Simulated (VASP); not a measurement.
# Tl (Fm-3m) in VASP: single point with PBE

Aim: the single point of Tl with PBE.

Program: VASP 6.6.1. These are calculated values, not measurements. Logs are shortened: lines on timing, memory, paths and dates and some standing lists are left out, and cuts for length are marked.

## Step 1: The cell of the first run

The structure is cubic, space group Fm-3m (No. 225). Conventional cell: a = 5.002 Å, b = 5.002 Å, c = 5.002 Å, α = 90.00°, β = 90.00°, γ = 90.00°. Tl (site symmetry m-3m) has 12 Tl at 3.54 Å within 4.6 Å.

This isn't the form of Tl at room conditions, which is hcp.

## Step 2: Single point, PBE

File INCAR:

```
SYSTEM = Tl
PREC = Accurate
ENCUT = 520
EDIFF = 1E-6
ISMEAR = -1
SIGMA = 0.13605693000000002
LREAL = .FALSE.
LASPH = .TRUE.
NELM = 80
ALGO = Normal
ISIF = 2
LWAVE = .FALSE.
LCHARG = .FALSE.
GGA = PE
NBANDS = 12
```

File KPOINTS:

```
Automatic mesh
0
G
  11 11 11
  0 0 0
```

File POSCAR:

```
Tl
1.0
    0.0000000000      2.5010928555      2.5010928555
    2.5010928555      0.0000000000      2.5010928555
    2.5010928555      2.5010928555      0.0000000000
Tl
1
Direct
    0.0000000000      0.0000000000      0.0000000000
```

Potentials or basis: VASP PAW PBE potentials, release 64 (Tl_d).

Started as:

```
$ cat potpaw_PBE.64/Tl_d/POTCAR > POTCAR
$ mpirun -np 1 vasp_std > vasp.out
```

OUTCAR:

```text
SYSTEM = Tl
   PREC = Accurate
   ENCUT = 520
   EDIFF = 1E-6
   ISMEAR = -1
   LREAL = .FALSE.
   LASPH = .TRUE.
   NELM = 80
   ISIF = 2
   GGA = PE

 ion  position               nearest neighbor table
   1  0.000  0.000  0.000-

  LATTYP: Found a face centered cubic cell.
 ALAT       =     5.0021857110

  Lattice vectors:

 A1 = (   0.0000000000,   2.5010928555,   2.5010928555)
 A2 = (   2.5010928555,   0.0000000000,   2.5010928555)
 A3 = (   2.5010928555,   2.5010928555,   0.0000000000)

Analysis of symmetry for initial positions (statically):
=====================================================================
 Subroutine PRICEL returns:
 Original cell was already a primitive cell.

 Routine SETGRP: Setting up the symmetry group for a
 face centered cubic supercell.

 Subroutine GETGRP returns: Found 48 space group operations
 (whereof 48 operations were pure point group operations)
 out of a pool of 48 trial point group operations.

The static configuration has the point symmetry O_h .

Analysis of symmetry for dynamics (positions and initial velocities):
=====================================================================
 Subroutine PRICEL returns:
 Original cell was already a primitive cell.

 Routine SETGRP: Setting up the symmetry group for a
 face centered cubic supercell.

 Subroutine GETGRP returns: Found 48 space group operations
 (whereof 48 operations were pure point group operations)
 out of a pool of 48 trial point group operations.

The dynamic configuration has the point symmetry O_h .

 Subroutine INISYM returns: Found 48 space group operations
 (whereof 48 operations are pure point group operations),
 and found     1 'primitive' translations

----------------------------------------------------------------------------------------

                                     Primitive cell

  volume of cell :      31.2910

  direct lattice vectors                    reciprocal lattice vectors
     0.000000000  2.501092856  2.501092856    -0.199912610  0.199912610  0.199912610
     2.501092856  0.000000000  2.501092856     0.199912610 -0.199912610  0.199912610
     2.501092856  2.501092856  0.000000000     0.199912610  0.199912610 -0.199912610

  length of vectors
     3.537079437  3.537079437  3.537079437     0.346258797  0.346258797  0.346258797

  position of ions in fractional coordinates (direct lattice)
     0.000000000  0.000000000  0.000000000

  ion indices of the primitive-cell ions
   primitive index   ion index
                 1           1

----------------------------------------------------------------------------------------

 KPOINTS: Automatic mesh

Automatic generation of k-mesh.
 Grid dimensions read from file:
 generate k-points for:   11   11   11

 Generating k-lattice:

  Cartesian coordinates                     Fractional coordinates (reciprocal lattice)
    -0.018173874  0.018173874  0.018173874     0.090909091  0.000000000  0.000000000
     0.018173874 -0.018173874  0.018173874     0.000000000  0.090909091  0.000000000
     0.018173874  0.018173874 -0.018173874     0.000000000  0.000000000  0.090909091

  Length of vectors
     0.031478072  0.031478072  0.031478072

  Shift w.r.t. Gamma in fractional coordinates (k-lattice)
     0.000000000  0.000000000  0.000000000

 Subroutine IBZKPT returns following result:
 ===========================================

 Found     56 irreducible k-points:

 Following reciprocal coordinates:
            Coordinates               Weight
  0.000000  0.000000  0.000000      1.000000
  0.090909  0.000000  0.000000      8.000000
  0.181818  0.000000  0.000000      8.000000
  0.272727  0.000000  0.000000      8.000000
  0.363636  0.000000  0.000000      8.000000
  0.454545  0.000000  0.000000      8.000000
[... 16 lines left out ...]
 -0.272727  0.181818  0.000000     24.000000
 -0.181818  0.181818  0.000000     12.000000
 [... further k-points ...]
   k-points           NKPTS =     56   k-points in BZ     NKDIM =     56   number of bands    NBANDS=     12
   number of dos      NEDOS =    301   number of ions     NIONS =      1
   total plane-waves  NPLWV =  21952
   dimension x,y,z NGX =    28 NGY =   28 NGZ =   28
   dimension x,y,z NGXF=    56 NGYF=   56 NGZF=   56
   ions per type =               1
   NGX,Y,Z   is equivalent  to a cutoff of  13.16, 13.16, 13.16 a.u.
   NGXF,Y,Z  is equivalent  to a cutoff of  26.32, 26.32, 26.32 a.u.
 SYSTEM =  Tl
   PREC   = accura    normal or accurate (medium, high low for compatibility)
   ISTART =      0    job   : 0-new  1-cont  2-samecut
   ICHARG =      2    charge: 1-file 2-atom 10-const
   ISPIN  =      1    spin polarized calculation?
   LNONCOLLINEAR =      F non collinear calculations
   LSORBIT =      F    spin-orbit coupling
   LASPH  =      T    aspherical Exc in radial PAW
   ENCUT  =  520.0 eV  38.22 Ry    6.18 a.u.   6.58  6.58  6.58*2*pi/ulx,y,z
   NELM   =     80;   NELMIN=  2; NELMDL= -5     # of ELM steps
   EDIFF  = 0.1E-05   stopping-criterion for ELM
   LREAL  =      F    real-space projection
   EDIFFG = 0.1E-04   stopping-criterion for IOM
   NSW    =      0    number of steps for IOM
   IBRION =     -1    ionic relax: 0-MD 1-quasi-New 2-CG
   NFREE  =      0    steps in history (QN), initial steepest desc. (CG)
   ISIF   =      2    stress and relaxation
   ISYM   =      2    0-nonsym 1-usesym 2-fastsym
   POTIM  = 0.5000    time-step for ionic-motion
   TEBEG  =    0.0;   TEEND  =   0.0 temperature during run
   PSTRESS=    0.0 pullay stress
   NELECT =      13.0000    total number of electrons
   NUPDOWN=      -1.0000    fix difference up-down
   EMIN   =  10.00;   EMAX   =-10.00  energy-range for DOS
   EFERMI =   0.00;   METHOD = LEGACY
   ISMEAR =    -1;   SIGMA  =   0.14  broadening in eV -4-tet -1-fermi 0-gaus
   EFERMI_NEDOS =   21; number of points for ismear=-14 and -15
   IALGO  =     38    algorithm
   IMIX   =      4    mixing-type and parameters
     AMIX     =   0.40;   BMIX     =  1.00
     AMIX_MAG =   1.60;   BMIX_MAG =  1.00
  volume/ion in A,a.u.               =      31.29       211.16
  Fermi-wavevector in a.u.,A,eV,Ry     =   1.221564  2.308421 20.302858  1.492218
  Thomas-Fermi vector in A             =   2.356742
   LORBIT       =      0    0 simple, 1 ext, 2 COOP (PROOUT), +10 PAW based schemes
   GGA     = PE    functional components
   LHFCALC =     F    Hartree Fock is set to
   AEXX    =    0.0000 exact exchange contribution
   IVDW    =     0    specifies the selected vdW correction
   LEPSILON=     F    determine dielectric tensor
   LRPA    =     F    only Hartree local field effects (RPA)
 non-spin polarized calculation
  energy-cutoff  :      520.00
  volume of cell :       31.29
 maximum number of plane-waves:       869
   NGX = 13   NGY = 13   NGZ = 13

 number of electron      13.0000002 magnetization

 Free energy of the ion-electron system (eV)
  ---------------------------------------------------
  ext. energy  EPLUGINS =         0.00000000
  ---------------------------------------------------
  free energy    TOTEN  =        -2.22396927 eV

  energy without entropy =       -2.18437244  energy(sigma->0) =       -2.20417085

 E-fermi :   5.6613     XC(G=0):  -9.7479

 val. band max:        5.6091052244   @ k =  -0.4545   0.3636   0.0909
 cond. band min:       5.7268625522   @ k =   0.4545   0.1818   0.0909
 fundamental gap:      0.1177573278
 Fermi energy:         5.6613117707

 k-point     1 :       0.0000    0.0000    0.0000
  band No.  band energies     occupation
      1      -5.8335      2.00000
      2      -5.8335      2.00000
      3      -5.8335      2.00000
      4      -5.6149      2.00000
      5      -5.6149      2.00000
      6      -3.7893      2.00000
      7      15.1912      0.00000
      8      15.1912      0.00000
      9      15.1912      0.00000
     10      16.4827      0.00000
     11      18.9086      0.00000
     12      19.9301      0.00000

 k-point     2 :       0.0909    0.0000    0.0000
  band No.  band energies     occupation
      1      -5.8380      2.00000
      2      -5.8162      2.00000
      3      -5.8162      2.00000
      4      -5.6168      2.00000
      5      -5.6168      2.00000
      6      -3.6261      2.00000
      7      13.4013      0.00000
      8      15.0036      0.00000
      9      15.0036      0.00000
     10      16.3367      0.00000
     11      19.4728      0.00000
     12      20.2673      0.00000

 k-point     3 :       0.1818    0.0000    0.0000
  band No.  band energies     occupation
      1      -5.8583      2.00000
      2      -5.7855      2.00000
      3      -5.7855      2.00000
      4      -5.6053      2.00000
      5      -5.6053      2.00000
      6      -3.1267      2.00000
      7      10.5474      0.00000
      8      14.5535      0.00000
      9      14.5535      0.00000
     10      16.1886      0.00000
     11      19.2837      0.00000
     12      20.1966      0.00000
[... 286 lines left out ...]
 k-point    23 :      -0.2727    0.1818    0.0000
  band No.  band energies     occupation
      1      -5.8507      2.00000
      2      -5.8162      2.00000
      3      -5.7033      2.00000
      4      -5.5835      2.00000
      5      -5.5222      2.00000
      6      -1.0017      2.00000
      7       6.5752      0.00242
      8       9.3554      0.00000
      9      13.6631      0.00000
     10      15.7360      0.00000
     11      18.9217      0.00000
     12      19.8436      0.00000

 k-point    24 :      -0.1818    0.1818    0.0000
  band No.  band energies     occupation
      1      -5.8478      2.00000
      2      -5.7970      2.00000
      3      -5.6883      2.00000
      4      -5.6703      2.00000
      5      -5.5355      2.00000
      6      -2.0155      2.00000
      7       8.5707      0.00000
      8      10.0988      0.00000
      9      14.6907      0.00000
     10      16.6852      0.00000
     11      18.1874      0.00000
     12      19.4833      0.00000

 [... further k-points ...]

------------------------ aborting loop because EDIFF is reached ----------------------------------------

  FORCE on cell =-STRESS in cart. coord.  units (eV):
  Direction    XX          YY          ZZ          XY          YZ          ZX
  --------------------------------------------------------------------------------------
  -------------------------------------------------------------------------------------
  Total       -0.0077427     -0.0077427     -0.0077427     -0.0000000     -0.0000000      0.0000000
  in kB       -0.3964432     -0.3964432     -0.3964432     -0.0000000     -0.0000000      0.0000000
  external PRESSURE =      -0.3964432 kB  Pullay stress =       0.0000000 kB

 VOLUME and BASIS-vectors are now :
 -----------------------------------------------------------------------------
  energy-cutoff  :      520.00
  volume of cell :       31.29
      direct lattice vectors                 reciprocal lattice vectors
     0.000000000  2.501092856  2.501092856    -0.199912610  0.199912610  0.199912610
     2.501092856  0.000000000  2.501092856     0.199912610 -0.199912610  0.199912610
     2.501092856  2.501092856  0.000000000     0.199912610  0.199912610 -0.199912610

 POSITION                                       TOTAL-FORCE (eV/Angst)
 -----------------------------------------------------------------------------------
      0.00000      0.00000      0.00000         0.000000      0.000000     -0.000000
 -----------------------------------------------------------------------------------
    total drift:                               -0.000000     -0.000000     -0.000000

  FREE ENERGIE OF THE ION-ELECTRON SYSTEM (eV)
  ---------------------------------------------------
  free  energy   TOTEN  =        -2.2239692681 eV

  energy  without entropy=       -2.1843724363  energy(sigma->0) =       -2.20417085
```

It took 35 s on 1 thread of Intel Xeon 8259CL, shared host; peak memory 0.16 GiB.

Results:

| Property | Result |
| --- | --- |
| Free energy | -2.2240 eV |
| Pressure | 0.0 GPa |
| Band gap on the k mesh | zero (an odd number of electrons rules out a gap without spin polarisation) |

Levels at points of the mesh, in eV from the Fermi level:
| k point | band 3 | band 4 | band 5 | band 6 | band 7 | band 8 | band 9 | band 10 |
| --- | --- | --- | --- | --- | --- | --- | --- | --- |
| (0.00, 0.00, 0.00) | -11.49 | -11.28 | -11.28 | -9.45 | 9.53 | 9.53 | 9.53 | 10.82 |

Caveat: spin-orbit coupling is left out, which moves the levels of the heavy elements.
